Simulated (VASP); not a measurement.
# SnO in VASP: a series of runs

The runs below take SnO through single point, with PBE+D3(BJ).

Program: VASP 6.6.1. These are calculated values, not measurements. Logs are shortened: lines on timing, memory, paths and dates and some standing lists are left out, and cuts for length are marked.

## (1) The cell of the first run

The cell holds a slab with vacuum, 4 atoms: a = 3.744 Å, b = 3.821 Å, c = 30.635 Å, α = 90.00°, β = 90.00°, γ = 90.00°.

## (2) Single point, PBE+D3(BJ) (strain along x -0.020, then relaxed in part)

Input file INCAR:

```
SYSTEM = SnO
ALGO = Normal ; DIPOL = 0.5 0.5 0.500
EDIFF = 1E-6 ; ENCUT = 520
GGA = PE ; IDIPOL = 3
ISIF = 2 ; ISMEAR = 0
IVDW = 12 ; LASPH = .True.
LCHARG = .False. ; LDIPOL = .True.
LREAL = .False. ; LWAVE = .False.
NBANDS = 28 ; NELM = 80
PREC = Accurate ; SIGMA = 0.02
```

Input file KPOINTS:

```
k-points
0
Gamma
  6 6 1
  0 0 0
```

Input file POSCAR:

```
SnO
1.0
    3.7441480385     -0.0000141786      0.0000000000
    0.0000144679      3.8205592230      0.0000000000
    0.0000000000      0.0000000000     30.6349243709
Sn O
2 2
Direct
    0.7499972411      0.2500027589      0.4610279609
    0.2499972411      0.7500027589      0.5389720391
    0.2499972411      0.2500027589      0.5006952236
    0.7499972411      0.7500027589      0.4993047764
```

Potentials or basis: VASP PAW PBE potentials, release 64 (Sn_d, O).

Run with:

```
$ cat potpaw_PBE.64/Sn_d/POTCAR potpaw_PBE.64/O/POTCAR > POTCAR
$ mpirun -np 1 vasp_std > vasp.out
```

OUTCAR:

```text
SYSTEM = SnO
   EDIFF = 1E-6
   ENCUT = 520
   GGA = PE
   ISIF = 2
   ISMEAR = 0
   IVDW = 12
   LASPH = .True.
   LREAL = .False.
   NELM = 80
   PREC = Accurate
 IVDW          = 12

 ion  position               nearest neighbor table
   1  0.750  0.250  0.461-   3 2.23   3 2.23   4 2.24   4 2.24   2 3.59   2 3.59   2 3.59   2 3.59

   2  0.250  0.750  0.539-   4 2.23   4 2.23   3 2.24   3 2.24   1 3.59   1 3.59   1 3.59   1 3.59

   3  0.250  0.250  0.501-   1 2.23   1 2.23   2 2.24   2 2.24
   4  0.750  0.750  0.499-   2 2.23   2 2.23   1 2.24   1 2.24

  LATTYP: Found a simple orthorhombic cell.
 ALAT       =     3.7441480385
 B/A-ratio  =     1.0204081633
 C/A-ratio  =     8.1820814924

  Lattice vectors:

 A1 = (   3.7441480385,  -0.0000141786,   0.0000000000)
 A2 = (   0.0000144679,   3.8205592230,   0.0000000000)
 A3 = (   0.0000000000,   0.0000000000,  30.6349243709)

Analysis of symmetry for initial positions (statically):
=====================================================================
 Subroutine PRICEL returns:
 Original cell was already a primitive cell.

 Routine SETGRP: Setting up the symmetry group for a
 simple orthorhombic supercell.

 Subroutine GETGRP returns: Found  8 space group operations
 (whereof  1 operations were pure point group operations)
 out of a pool of  8 trial point group operations.

The static configuration has the point symmetry C_1 .
 The point group associated with its full space group is D_2h.

Analysis of symmetry for dynamics (positions and initial velocities):
=====================================================================
 Subroutine PRICEL returns:
 Original cell was already a primitive cell.

 Routine SETGRP: Setting up the symmetry group for a
 simple orthorhombic supercell.

 Subroutine GETGRP returns: Found  8 space group operations
 (whereof  1 operations were pure point group operations)
 out of a pool of  8 trial point group operations.

The dynamic configuration has the point symmetry C_1 .
 The point group associated with its full space group is D_2h.

 Subroutine INISYM returns: Found  8 space group operations
 (whereof  1 operations are pure point group operations),
 and found     1 'primitive' translations

----------------------------------------------------------------------------------------

                                     Primitive cell

  volume of cell :     438.2246

  direct lattice vectors                    reciprocal lattice vectors
     3.744148039 -0.000014179  0.000000000     0.267083457 -0.000001011  0.000000000
     0.000014468  3.820559223  0.000000000     0.000000991  0.261741787  0.000000000
     0.000000000  0.000000000 30.634924371     0.000000000  0.000000000  0.032642483

  length of vectors
     3.744148039  3.820559223 30.634924371     0.267083457  0.261741787  0.032642483

  position of ions in fractional coordinates (direct lattice)
     0.749997241  0.250002759  0.461027961
     0.249997241  0.750002759  0.538972039
     0.249997241  0.250002759  0.500695224
     0.749997241  0.750002759  0.499304776

  ion indices of the primitive-cell ions
   primitive index   ion index
                 1           1
                 2           2
                 3           3
                 4           4

----------------------------------------------------------------------------------------

 KPOINTS: k-points

Automatic generation of k-mesh.
 Grid dimensions read from file:
 generate k-points for:    6    6    1

 Generating k-lattice:

  Cartesian coordinates                     Fractional coordinates (reciprocal lattice)
     0.044513909 -0.000000169  0.000000000     0.166666667  0.000000000  0.000000000
     0.000000165  0.043623631  0.000000000     0.000000000  0.166666667  0.000000000
     0.000000000  0.000000000  0.032642483     0.000000000  0.000000000  1.000000000

  Length of vectors
     0.044513909  0.043623631  0.032642483

  Shift w.r.t. Gamma in fractional coordinates (k-lattice)
     0.000000000  0.000000000  0.000000000

 Subroutine IBZKPT returns following result:
 ===========================================

 Found     16 irreducible k-points:

 Following reciprocal coordinates:
            Coordinates               Weight
  0.000000  0.000000  0.000000      1.000000
  0.166667  0.000000  0.000000      2.000000
  0.333333  0.000000  0.000000      2.000000
  0.500000 -0.000000  0.000000      1.000000
  0.000000  0.166667  0.000000      2.000000
  0.166667  0.166667  0.000000      4.000000
[... 8 lines left out ...]
  0.333333  0.500000  0.000000      2.000000
  0.500000  0.500000  0.000000      1.000000
   k-points           NKPTS =     16   k-points in BZ     NKDIM =     16   number of bands    NBANDS=     28
   number of dos      NEDOS =    301   number of ions     NIONS =      4
   total plane-waves  NPLWV = 188160
   dimension x,y,z NGX =    28 NGY =   28 NGZ =  240
   dimension x,y,z NGXF=    56 NGYF=   56 NGZF=  480
   ions per type =               2   2
   NGX,Y,Z   is equivalent  to a cutoff of  12.43, 12.18, 13.02 a.u.
   NGXF,Y,Z  is equivalent  to a cutoff of  24.86, 24.37, 26.05 a.u.
 SYSTEM =  SnO
   PREC   = accura    normal or accurate (medium, high low for compatibility)
   ISTART =      0    job   : 0-new  1-cont  2-samecut
   ICHARG =      2    charge: 1-file 2-atom 10-const
   ISPIN  =      1    spin polarized calculation?
   LNONCOLLINEAR =      F non collinear calculations
   LSORBIT =      F    spin-orbit coupling
   LASPH  =      T    aspherical Exc in radial PAW
   ENCUT  =  520.0 eV  38.22 Ry    6.18 a.u.   6.96  7.10 56.96*2*pi/ulx,y,z
   NELM   =     80;   NELMIN=  2; NELMDL= -5     # of ELM steps
   EDIFF  = 0.1E-05   stopping-criterion for ELM
   LREAL  =      F    real-space projection
   EDIFFG = 0.1E-04   stopping-criterion for IOM
   NSW    =      0    number of steps for IOM
   IBRION =     -1    ionic relax: 0-MD 1-quasi-New 2-CG
   NFREE  =      0    steps in history (QN), initial steepest desc. (CG)
   ISIF   =      2    stress and relaxation
   ISYM   =      2    0-nonsym 1-usesym 2-fastsym
   POTIM  = 0.5000    time-step for ionic-motion
   TEBEG  =    0.0;   TEEND  =   0.0 temperature during run
   PSTRESS=    0.0 pullay stress
   NELECT =      40.0000    total number of electrons
   NUPDOWN=      -1.0000    fix difference up-down
   EMIN   =  10.00;   EMAX   =-10.00  energy-range for DOS
   EFERMI =   0.00;   METHOD = LEGACY
   ISMEAR =     0;   SIGMA  =   0.02  broadening in eV -4-tet -1-fermi 0-gaus
   EFERMI_NEDOS =   21; number of points for ismear=-14 and -15
   IALGO  =     38    algorithm
   IMIX   =      4    mixing-type and parameters
     AMIX     =   0.40;   BMIX     =  1.00
     AMIX_MAG =   1.60;   BMIX_MAG =  1.00
  volume/ion in A,a.u.               =     109.56       739.32
  Fermi-wavevector in a.u.,A,eV,Ry     =   0.737105  1.392926  7.392365  0.543323
  Thomas-Fermi vector in A             =   1.830706
   LORBIT       =      0    0 simple, 1 ext, 2 COOP (PROOUT), +10 PAW based schemes
   GGA     = PE    functional components
   LHFCALC =     F    Hartree Fock is set to
   AEXX    =    0.0000 exact exchange contribution
   IVDW    =    12    specifies the selected vdW correction
   LEPSILON=     F    determine dielectric tensor
   LRPA    =     F    only Hartree local field effects (RPA)
 non-spin polarized calculation
 Gauss-broadening in eV      SIGMA  =   0.02
  energy-cutoff  :      520.00
  volume of cell :      438.22
 maximum number of plane-waves:     11850
 NGX is ok and might be reduce to    28
   NGX = 13   NGY = 15   NGZ =113

 number of electron      39.9999994 magnetization

 dipolmoment           0.000000      0.000000     -0.000000 electrons x Angstroem

 Free energy of the ion-electron system (eV)
  ---------------------------------------------------
  ext. energy  EPLUGINS =         0.00000000
  ---------------------------------------------------
  free energy    TOTEN  =       -22.55973908 eV

  energy without entropy =      -22.55973908  energy(sigma->0) =      -22.55973908

 E-fermi :  -3.4855     XC(G=0):  -2.1299

 val. band max:       -3.6315204552   @ k =   0.1667   0.1667   0.0000
 cond. band min:      -0.5040760804   @ k =   0.3333   0.3333   0.0000
 fundamental gap:      3.1274443749
 Fermi energy:        -3.4855470853

 k-point     1 :       0.0000    0.0000    0.0000
  band No.  band energies     occupation
      1     -24.1878      2.00000
      2     -23.8189      2.00000
      3     -23.7690      2.00000
      4     -23.7686      2.00000
      5     -23.7552      2.00000
      6     -23.7236      2.00000
[... 20 lines left out ...]
     27       2.2057      0.00000
     28       2.2254      0.00000

 k-point     2 :       0.1667    0.0000    0.0000
  band No.  band energies     occupation
      1     -24.1772      2.00000
      2     -23.8240      2.00000
      3     -23.7750      2.00000
      4     -23.7720      2.00000
      5     -23.7687      2.00000
      6     -23.7616      2.00000
[... 20 lines left out ...]
     27       2.3510      0.00000
     28       2.5174      0.00000

 k-point     3 :       0.3333    0.0000    0.0000
  band No.  band energies     occupation
      1     -24.1479      2.00000
      2     -23.9710      2.00000
      3     -23.7788      2.00000
      4     -23.7741      2.00000
      5     -23.7671      2.00000
      6     -23.7651      2.00000
[... 20 lines left out ...]
     27       2.9446      0.00000
     28       3.2675      0.00000

 k-point     4 :       0.5000   -0.0000    0.0000
  band No.  band energies     occupation
      1     -24.0877      2.00000
      2     -24.0877      2.00000
      3     -23.7812      2.00000
      4     -23.7812      2.00000
      5     -23.7600      2.00000
      6     -23.7600      2.00000
[... 20 lines left out ...]
     27       4.0556      0.00000
     28       4.0556      0.00000

 k-point     5 :       0.0000    0.1667    0.0000
  band No.  band energies     occupation
      1     -24.1751      2.00000
      2     -23.8258      2.00000
      3     -23.7714      2.00000
      4     -23.7690      2.00000
      5     -23.7639      2.00000
      6     -23.7609      2.00000
[... 20 lines left out ...]
     27       2.4259      0.00000
     28       2.4425      0.00000

 k-point     6 :       0.1667    0.1667    0.0000
  band No.  band energies     occupation
      1     -24.1670      2.00000
      2     -23.8623      2.00000
      3     -23.7992      2.00000
      4     -23.7732      2.00000
      5     -23.7692      2.00000
      6     -23.7570      2.00000
[... 215 lines left out ...]
      5     -23.7627      2.00000
      6     -23.7627      2.00000
[... 20 lines left out ...]
     27       3.9722      0.00000
     28       3.9722      0.00000

 k-point    14 :       0.1667    0.5000    0.0000
  band No.  band energies     occupation
      1     -24.0848      2.00000
      2     -24.0848      2.00000
      3     -23.7779      2.00000
      4     -23.7779      2.00000
      5     -23.7619      2.00000
      6     -23.7619      2.00000
[... 20 lines left out ...]
     27       4.3213      0.00000
     28       4.3213      0.00000

 k-point    15 :       0.3333    0.5000    0.0000
  band No.  band energies     occupation
      1     -24.1170      2.00000
      2     -24.1170      2.00000
      3     -23.7767      2.00000
      4     -23.7767      2.00000
      5     -23.7501      2.00000
      6     -23.7501      2.00000
[... 20 lines left out ...]
     27       4.1105      0.00000
     28       4.1105      0.00000

 k-point    16 :       0.5000    0.5000    0.0000
  band No.  band energies     occupation
      1     -24.1351      2.00000
      2     -24.1351      2.00000
      3     -23.7802      2.00000
      4     -23.7802      2.00000
      5     -23.7378      2.00000
      6     -23.7378      2.00000
[... 20 lines left out ...]
     27       4.0640      0.00000
     28       4.0640      0.00000

------------------------ aborting loop because EDIFF is reached ----------------------------------------

 vacuum level on the upper side and lower side of the slab       (xc-potential included)        -0.006        -0.006

 Edisp (eV)   -0.55918

 E8    (eV) :    -0.2528

  FORCE on cell =-STRESS in cart. coord.  units (eV):
  Direction    XX          YY          ZZ          XY          YZ          ZX
  --------------------------------------------------------------------------------------
  -------------------------------------------------------------------------------------
  Total       0.77598     0.81070     0.14933     0.00000     0.00000     0.00000
  in kB       2.83702     2.96399     0.54595     0.00000     0.00000     0.00000
  external pressure =        2.12 kB  Pullay stress =        0.00 kB

 VOLUME and BASIS-vectors are now :
 -----------------------------------------------------------------------------
  energy-cutoff  :      520.00
  volume of cell :      438.22
      direct lattice vectors                 reciprocal lattice vectors
     3.744148039 -0.000014179  0.000000000     0.267083457 -0.000001011  0.000000000
     0.000014468  3.820559223  0.000000000     0.000000991  0.261741787  0.000000000
     0.000000000  0.000000000 30.634924371     0.000000000  0.000000000  0.032642483

 POSITION                                       TOTAL-FORCE (eV/Angst)
 -----------------------------------------------------------------------------------
      2.80810      0.95514     14.12356         0.000000      0.000000     -0.090186
      0.93604      2.86543     16.51137         0.000000      0.000000      0.090186
      0.93603      0.95515     15.33876        -0.000000      0.000000      0.005736
      2.80811      2.86542     15.29616        -0.000000      0.000000     -0.005736
 -----------------------------------------------------------------------------------
    total drift:                                0.000000      0.000000      0.000000

  FREE ENERGIE OF THE ION-ELECTRON SYSTEM (eV)
  ---------------------------------------------------
  free  energy   TOTEN  =       -23.1189174310 eV

  energy  without entropy=      -23.1189174310  energy(sigma->0) =      -23.11891743

 vacuum level on the upper side and lower side of the slab         1.822         1.822
```

Run time: 3.5 min. Hardware: 1 thread of Intel Xeon Platinum 8488C (Sapphire Rapids), shared host; peak memory 0.51 GiB.

What came out:

| Item | Value |
| --- | --- |
| Free energy | -23.1189 eV |
| Largest force | 0.090 eV/Å |
| Band gap on the k mesh | 3.13 eV (least direct gap 3.30 eV) |
| Dispersion energy per atom | -0.140 eV |

Forces in eV/Å, atoms in the order of the input:
```
Sn   0.000  0.000 -0.090
Sn   0.000  0.000  0.090
O    0.000  0.000  0.006
O    0.000  0.000 -0.006
```

Levels at points of the mesh, in eV from the valence-band top:
| k point | band 18 | band 19 | band 20 | band 21 | band 22 | band 23 |
| --- | --- | --- | --- | --- | --- | --- |
| (0.00, 0.00, 0.00) | -1.59 | -1.59 | -0.07 | 3.23 | 3.35 | 5.27 |
| (0.50, 0.00, 0.00) | -3.30 | -0.47 | -0.47 | 3.17 | 3.17 | 5.99 |
| (0.00, 0.50, 0.00) | -3.22 | -0.55 | -0.55 | 3.23 | 3.23 | 5.93 |
| (0.50, 0.50, 0.00) | -0.95 | -0.61 | -0.61 | 3.14 | 3.14 | 5.26 |

Caveat: the cell differs from its parent crystal (strain along x -0.020, then relaxed in part); spin-orbit coupling is left out, which moves the levels of the heavy elements.

(Continued in part 2 of 3.)
